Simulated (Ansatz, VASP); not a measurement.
## V in VASP and in Ansatz

```
CELL_PARAMETERS angstrom
0.00000 1.89500 1.89500
1.89500 0.00000 1.89500
1.89500 1.89500 0.00000
ATOMIC_POSITIONS crystal
V 0.00000 0.00000 0.00000
```

Alike in both runs: task single point; functional PBE; k mesh 15 × 15 × 15; occupations gaussian, width 0.2 eV; collinear spin.

|  | VASP | Ansatz |
| --- | --- | --- |
| version | VASP 6.6.1 | Ansatz 0.2.0 |
| potentials or method | VASP PAW PBE potentials, release 64 (V_sv), cutoff 520 eV | all-electron LAPW, scalar-relativistic |

|  | VASP | Ansatz | Ansatz less VASP |
| --- | --- | --- | --- |
| pressure (GPa) | 4.2 | 3.9 | -0.24 |
| net moment per atom (μB) | 0.00 | 0.00 | 0.000 |

Ansatz ran all-electron here, and VASP with PAW potentials. Ansatz's warnings: seeded moment not kept.
